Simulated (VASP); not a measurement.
# Si (R-3m) in VASP: single point with PBEsol

Aim: the single point of Si with PBEsol.

Everything below comes from runs of VASP 6.6.1. Logs are shortened: lines on timing, memory, paths and dates and some standing lists are left out, and cuts for length are marked.

## Step 1: The cell of the first run

Symmetry: R-3m, No. 166, trigonal system. The conventional cell has a = 3.785 Å, b = 3.785 Å, c = 9.480 Å, α = 90.00°, β = 90.00°, γ = 120.00°. Within 3.1 Å of Si (site symmetry 3m) lie 4 Si at 2.33 to 2.35 Å.

## Step 2: Single point, PBEsol

File INCAR:

```
PREC = Accurate
ENCUT = 500
EDIFF = 1E-6
ISMEAR = 0
SIGMA = 0.01
LREAL = F
LASPH = T
NELM = 120
ALGO = Normal
ISIF = 2
LWAVE = F
LCHARG = F
GGA = PS
NBANDS = 11
GGA_COMPAT = F
```

File KPOINTS:

```
Automatic mesh
0
Gamma
  6 6 6
```

File POSCAR:

```
Si
1.0
    0.0403629618      2.7164409358      2.7164409358
    2.7164409358      0.0403629618      2.7164409358
    2.7164409358      2.7164409358      0.0403629618
Si
2
Direct
    0.0010286067      0.0010286067      0.0010286067
    0.2489713933      0.2489713933      0.2489713933
```

Potentials or basis: VASP PAW PBE potentials, release 64 (Si).

Started as:

```sh
> cat potpaw_PBE.64/Si/POTCAR > POTCAR
> mpirun -np 1 vasp_std > vasp.out
```

OUTCAR:

```text
PREC = Accurate
   ENCUT = 500
   EDIFF = 1E-6
   ISMEAR = 0
   LREAL = F
   LASPH = T
   NELM = 120
   ISIF = 2
   GGA = PS

 ion  position               nearest neighbor table
   1  0.001  0.001  0.001-   2 2.33   2 2.33   2 2.33   2 2.35
   2  0.249  0.249  0.249-   1 2.33   1 2.33   1 2.33   1 2.35

  LATTYP: Found a trigonal (rhomboedric) cell.
 ALAT       =     3.8418396484
 COS(alpha) =     0.5148019368

  Lattice vectors:

 A1 = (   0.0403629618,   2.7164409358,   2.7164409358)
 A2 = (   2.7164409358,   0.0403629618,   2.7164409358)
 A3 = (   2.7164409358,   2.7164409358,   0.0403629618)

Analysis of symmetry for initial positions (statically):
=====================================================================
 Subroutine PRICEL returns:
 Original cell was already a primitive cell.

 Routine SETGRP: Setting up the symmetry group for a
 trigonal (rhombohedral) supercell.

 Subroutine GETGRP returns: Found 12 space group operations
 (whereof  6 operations were pure point group operations)
 out of a pool of 12 trial point group operations.

The static configuration has the point symmetry C_3v.
 The point group associated with its full space group is D_3d.

Analysis of symmetry for dynamics (positions and initial velocities):
=====================================================================
 Subroutine PRICEL returns:
 Original cell was already a primitive cell.

 Routine SETGRP: Setting up the symmetry group for a
 trigonal (rhombohedral) supercell.

 Subroutine GETGRP returns: Found 12 space group operations
 (whereof  6 operations were pure point group operations)
 out of a pool of 12 trial point group operations.

The dynamic configuration has the point symmetry C_3v.
 The point group associated with its full space group is D_3d.

 Subroutine INISYM returns: Found 12 space group operations
 (whereof  6 operations are pure point group operations),
 and found     1 'primitive' translations

----------------------------------------------------------------------------------------

                                     Primitive cell

  volume of cell :      39.1961

  direct lattice vectors                    reciprocal lattice vectors
     0.040362962  2.716440936  2.716440936    -0.188218468  0.185462721  0.185462721
     2.716440936  0.040362962  2.716440936     0.185462721 -0.188218468  0.185462721
     2.716440936  2.716440936  0.040362962     0.185462721  0.185462721 -0.188218468

  length of vectors
     3.841839648  3.841839648  3.841839648     0.322829728  0.322829728  0.322829728

  position of ions in fractional coordinates (direct lattice)
     0.001028607  0.001028607  0.001028607
     0.248971393  0.248971393  0.248971393

  ion indices of the primitive-cell ions
   primitive index   ion index
                 1           1
                 2           2

----------------------------------------------------------------------------------------

 KPOINTS: Automatic mesh

Automatic generation of k-mesh.
 Grid dimensions read from file:
 generate k-points for:    6    6    6

 Generating k-lattice:

  Cartesian coordinates                     Fractional coordinates (reciprocal lattice)
    -0.031369745  0.030910454  0.030910454     0.166666667  0.000000000  0.000000000
     0.030910454 -0.031369745  0.030910454     0.000000000  0.166666667  0.000000000
     0.030910454  0.030910454 -0.031369745     0.000000000  0.000000000  0.166666667

  Length of vectors
     0.053804955  0.053804955  0.053804955

  Shift w.r.t. Gamma in fractional coordinates (k-lattice)
     0.000000000  0.000000000  0.000000000

 Subroutine IBZKPT returns following result:
 ===========================================

 Found     32 irreducible k-points:

 Following reciprocal coordinates:
            Coordinates               Weight
  0.000000  0.000000  0.000000      1.000000
  0.166667  0.000000  0.000000      6.000000
  0.333333 -0.000000 -0.000000      6.000000
  0.500000 -0.000000 -0.000000      3.000000
  0.166667  0.166667 -0.000000      6.000000
  0.333333  0.166667 -0.000000     12.000000
[... 16 lines left out ...]
  0.500000  0.500000  0.166667      6.000000
 -0.333333  0.500000  0.166667     12.000000
 [... further k-points ...]
   k-points           NKPTS =     32   k-points in BZ     NKDIM =     32   number of bands    NBANDS=     11
   number of dos      NEDOS =    301   number of ions     NIONS =      2
   total plane-waves  NPLWV =  21952
   dimension x,y,z NGX =    28 NGY =   28 NGZ =   28
   dimension x,y,z NGXF=    56 NGYF=   56 NGZF=   56
   ions per type =               2
   NGX,Y,Z   is equivalent  to a cutoff of  12.12, 12.12, 12.12 a.u.
   NGXF,Y,Z  is equivalent  to a cutoff of  24.23, 24.23, 24.23 a.u.
 SYSTEM =  unknown system
   PREC   = accura    normal or accurate (medium, high low for compatibility)
   ISTART =      0    job   : 0-new  1-cont  2-samecut
   ICHARG =      2    charge: 1-file 2-atom 10-const
   ISPIN  =      1    spin polarized calculation?
   LNONCOLLINEAR =      F non collinear calculations
   LSORBIT =      F    spin-orbit coupling
   LASPH  =      T    aspherical Exc in radial PAW
   ENCUT  =  500.0 eV  36.75 Ry    6.06 a.u.   7.00  7.00  7.00*2*pi/ulx,y,z
   NELM   =    120;   NELMIN=  2; NELMDL= -5     # of ELM steps
   EDIFF  = 0.1E-05   stopping-criterion for ELM
   LREAL  =      F    real-space projection
   EDIFFG = 0.1E-04   stopping-criterion for IOM
   NSW    =      0    number of steps for IOM
   IBRION =     -1    ionic relax: 0-MD 1-quasi-New 2-CG
   NFREE  =      0    steps in history (QN), initial steepest desc. (CG)
   ISIF   =      2    stress and relaxation
   ISYM   =      2    0-nonsym 1-usesym 2-fastsym
   POTIM  = 0.5000    time-step for ionic-motion
   TEBEG  =    0.0;   TEEND  =   0.0 temperature during run
   PSTRESS=    0.0 pullay stress
   NELECT =       8.0000    total number of electrons
   NUPDOWN=      -1.0000    fix difference up-down
   EMIN   =  10.00;   EMAX   =-10.00  energy-range for DOS
   EFERMI =   0.00;   METHOD = LEGACY
   ISMEAR =     0;   SIGMA  =   0.01  broadening in eV -4-tet -1-fermi 0-gaus
   EFERMI_NEDOS =   21; number of points for ismear=-14 and -15
   IALGO  =     38    algorithm
   IMIX   =      4    mixing-type and parameters
     AMIX     =   0.40;   BMIX     =  1.00
     AMIX_MAG =   1.60;   BMIX_MAG =  1.00
  volume/ion in A,a.u.               =      19.60       132.25
  Fermi-wavevector in a.u.,A,eV,Ry     =   0.963882  1.821474 12.640754  0.929069
  Thomas-Fermi vector in A             =   2.093466
   LORBIT       =      0    0 simple, 1 ext, 2 COOP (PROOUT), +10 PAW based schemes
   GGA     = PS    functional components
   LHFCALC =     F    Hartree Fock is set to
   AEXX    =    0.0000 exact exchange contribution
   IVDW    =     0    specifies the selected vdW correction
   LEPSILON=     F    determine dielectric tensor
   LRPA    =     F    only Hartree local field effects (RPA)
 non-spin polarized calculation
 Gauss-broadening in eV      SIGMA  =   0.01
  energy-cutoff  :      500.00
  volume of cell :       39.20
 maximum number of plane-waves:      1007
   NGX = 13   NGY = 13   NGZ = 13

 number of electron       8.0000000 magnetization

 Free energy of the ion-electron system (eV)
  ---------------------------------------------------
  ext. energy  EPLUGINS =         0.00000000
  ---------------------------------------------------
  free energy    TOTEN  =       -11.45395179 eV

  energy without entropy =      -11.45395179  energy(sigma->0) =      -11.45395179

 E-fermi :   6.1884     XC(G=0):  -9.6322

 val. band max:        6.0961296406   @ k =   0.0000   0.0000   0.0000
 cond. band min:       6.4462401224   @ k =   0.5000   0.5000  -0.0000
 fundamental gap:      0.3501104818
 Fermi energy:         6.1884119965

 k-point     1 :       0.0000    0.0000    0.0000
  band No.  band energies     occupation
      1      -6.1238      2.00000
      2       5.8632      2.00000
      3       6.0961      2.00000
      4       6.0961      2.00000
      5       8.3163      0.00000
      6       8.6263      0.00000
      7       8.6263      0.00000
      8       9.6429      0.00000
      9      13.7165      0.00000
     10      13.7165      0.00000
     11      13.8182      0.00000

 k-point     2 :       0.1667    0.0000    0.0000
  band No.  band energies     occupation
      1      -5.7499      2.00000
      2       3.6612      2.00000
      3       5.4310      2.00000
      4       5.6061      2.00000
      5       8.3016      0.00000
      6       9.0853      0.00000
      7       9.2934      0.00000
      8      11.6660      0.00000
      9      12.9705      0.00000
     10      13.0798      0.00000
     11      14.9974      0.00000

 k-point     3 :       0.3333   -0.0000   -0.0000
  band No.  band energies     occupation
      1      -4.6935      2.00000
      2       0.6249      2.00000
      3       4.8890      2.00000
      4       5.0188      2.00000
      5       7.7059      0.00000
      6       9.3754      0.00000
      7       9.5090      0.00000
      8      13.6202      0.00000
      9      13.9302      0.00000
     10      14.1276      0.00000
     11      15.2041      0.00000

 k-point     4 :       0.5000   -0.0000   -0.0000
  band No.  band energies     occupation
      1      -3.6793      2.00000
      2      -1.0869      2.00000
      3       4.6986      2.00000
      4       4.8083      2.00000
      5       7.4746      0.00000
      6       9.1811      0.00000
      7       9.3056      0.00000
      8      13.4921      0.00000
      9      16.4306      0.00000
     10      16.7825      0.00000
     11      16.9759      0.00000
[... 239 lines left out ...]
 k-point    22 :      -0.1667    0.3333    0.1667
  band No.  band energies     occupation
      1      -3.7450      2.00000
      2       0.3253      2.00000
      3       2.3283      2.00000
      4       3.6154      2.00000
      5       8.7347      0.00000
      6       9.5838      0.00000
      7      10.1346      0.00000
      8      13.0549      0.00000
      9      14.9822      0.00000
     10      16.2072      0.00000
     11      19.1243      0.00000

 k-point    23 :       0.5000    0.5000    0.1667
  band No.  band energies     occupation
      1      -3.0291      2.00000
      2      -0.5848      2.00000
      3       2.1994      2.00000
      4       3.4970      2.00000
      5       7.0330      0.00000
      6       8.5298      0.00000
      7      13.6285      0.00000
      8      13.7949      0.00000
      9      16.5659      0.00000
     10      16.5762      0.00000
     11      18.2738      0.00000

 k-point    24 :      -0.3333    0.5000    0.1667
  band No.  band energies     occupation
      1      -1.8013      2.00000
      2      -1.7001      2.00000
      3       2.1865      2.00000
      4       2.2855      2.00000
      5       8.5164      0.00000
      6       8.8194      0.00000
      7      12.6002      0.00000
      8      12.9914      0.00000
      9      16.6438      0.00000
     10      16.6612      0.00000
     11      19.0457      0.00000

 [... further k-points ...]
[... 5 lines left out ...]
  --------------------------------------------------------------------------------------
  -------------------------------------------------------------------------------------
  Total        0.6030379      0.6030379      0.6030379     -0.2787973     -0.2787973     -0.2787973
  in kB       24.6497660     24.6497660     24.6497660    -11.3961144    -11.3961144    -11.3961144
  external PRESSURE =      24.6497660 kB  Pullay stress =       0.0000000 kB

 VOLUME and BASIS-vectors are now :
 -----------------------------------------------------------------------------
  energy-cutoff  :      500.00
  volume of cell :       39.20
      direct lattice vectors                 reciprocal lattice vectors
     0.040362962  2.716440936  2.716440936    -0.188218468  0.185462721  0.185462721
     2.716440936  0.040362962  2.716440936     0.185462721 -0.188218468  0.185462721
     2.716440936  2.716440936  0.040362962     0.185462721  0.185462721 -0.188218468

 POSITION                                       TOTAL-FORCE (eV/Angst)
 -----------------------------------------------------------------------------------
      0.00563      0.00563      0.00563        -0.001327     -0.001327     -0.001327
      1.36268      1.36268      1.36268         0.001327      0.001327      0.001327
 -----------------------------------------------------------------------------------
    total drift:                                0.000000      0.000000      0.000000

  FREE ENERGIE OF THE ION-ELECTRON SYSTEM (eV)
  ---------------------------------------------------
  free  energy   TOTEN  =       -11.4539517859 eV

  energy  without entropy=      -11.4539517859  energy(sigma->0) =      -11.45395179
```

It took 17 s on 1 thread of AMD EPYC 7R13, shared host; peak memory 0.12 GiB.

Results:

```
Free energy            : -11.4540 eV
Pressure               : 2.5 GPa
Band gap on the k mesh : 0.35 eV, indirect (least direct gap 2.22 eV)
```

Forces on the atoms (eV/Å):
```
Si  -0.001 -0.001 -0.001
Si   0.001  0.001  0.001
```

Stress tensor (GPa, compression positive):
```
 2.46 -1.14 -1.14
-1.14  2.46 -1.14
-1.14 -1.14  2.46
```

Levels at points of the mesh, in eV from the valence-band top:
```csv
k point,band 2,band 3,band 4,band 5,band 6,band 7
"(0.00, 0.00, 0.00)",-0.23,0.00,0.00,2.22,2.53,2.53
"(0.50, 0.00, 0.00)",-7.18,-1.40,-1.29,1.38,3.09,3.21
"(0.50, 0.50, 0.00)",-7.95,-3.11,-2.91,0.35,0.58,10.10
"(0.50, 0.50, 0.50)",-7.25,-1.17,-1.17,1.69,3.29,3.29
```

Caveat: the PAW data sets were made with another functional, which shifts forces and pressure a little. A k mesh can miss the band edges.
